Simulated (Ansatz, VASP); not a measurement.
Two plane-wave programs on Mn

```
CELL_PARAMETERS angstrom
0.00000 1.78705 1.78705
1.78705 0.00000 1.78705
1.78705 1.78705 0.00000
ATOMIC_POSITIONS crystal
Mn 0.00000 0.00000 0.00000
```

Alike in both runs: task single point; functional RPBE; k mesh 17 × 17 × 17; occupations fermi-dirac, width 0.1 eV; no spin polarisation.

```csv
,VASP,Ansatz
version,VASP 6.6.1,Ansatz 0.2.0
potentials or method,"VASP PAW PBE potentials, release 64 (Mn_pv), cutoff 520 eV","plane waves (420 eV) with PAW, scalar-relativistic"
valence electrons in the cell,13,15
```

|  | VASP | Ansatz | Ansatz less VASP |
| --- | --- | --- | --- |
| pressure (GPa) | -9.3 | -9.3 | -0.04 |

VASP's potentials were made for PBE, not for RPBE. With one functional, cell and mesh, what is left measures potentials, basis and numerics. VASP's potentials hold 13 valence electrons a cell and Ansatz's 15, so a difference there can come from the potentials and not from the codes.
